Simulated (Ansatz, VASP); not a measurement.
**One calculation of Hf, two programs**

INCAR

```
SYSTEM = Hf
ALGO = Normal
EDIFF = 1E-7
ENCUT = 520
GGA = PE
ISIF = 2
ISMEAR = 0
LASPH = .TRUE.
LCHARG = .FALSE.
LREAL = .FALSE.
LWAVE = .FALSE.
NBANDS = 11
NELM = 60
PREC = Accurate
SIGMA = 0.1
```

Contents of KPOINTS:

```
k-points
0
G
  16 16 16
  0 0 0
```

POSCAR

```
Hf
1.0
   -1.8297465500      1.8297465500      1.8297465500
    1.8297465500     -1.8297465500      1.8297465500
    1.8297465500      1.8297465500     -1.8297465500
Hf
1
Direct
    0.0000000000      0.0000000000      0.0000000000
```

Input for Ansatz:

```yaml
crystal:
  lattice:
    - [-1.82974655, 1.82974655, 1.82974655]
    - [1.82974655, -1.82974655, 1.82974655]
    - [1.82974655, 1.82974655, -1.82974655]
  atoms:
    - { symbol: Hf, position: [0.0, 0.0, 0.0] }
basis:
  ecutwfc: 420
kpoints:
  mp_grid: { grid: [16, 16, 16] }
hamiltonian:
  xc: pbe
scf:
  occupations: { method: gaussian, width: 0.1 }
output:
  forces: true
  stress: true
  eigenvalues: true
```

Alike in both runs: task single point; functional PBE; k mesh 16 × 16 × 16; occupations gaussian, width 0.1 eV; no spin polarisation.

```csv
,VASP,Ansatz
version,VASP 6.6.1,Ansatz 0.2.0
potentials or method,"VASP PAW PBE potentials, release 64 (Hf_pv), cutoff 520 eV","scalar-relativistic, plane waves, PAW"
valence electrons in the cell,10,26
```

|  | VASP | Ansatz | Ansatz less VASP |
| --- | --- | --- | --- |
| gap on the k mesh at the Fermi level (eV) | none | none | - |
| pressure (GPa) | -8.5 | -8.1 | +0.36 |

A gap of «none» marks a metal or a gap that the smearing closes. The functional is the same, so the differences come from potentials, cutoffs and numerics. VASP's potentials hold 10 valence electrons a cell and Ansatz's 26, so a difference there can come from the potentials and not from the codes.

Neither program's run includes spin-orbit coupling.
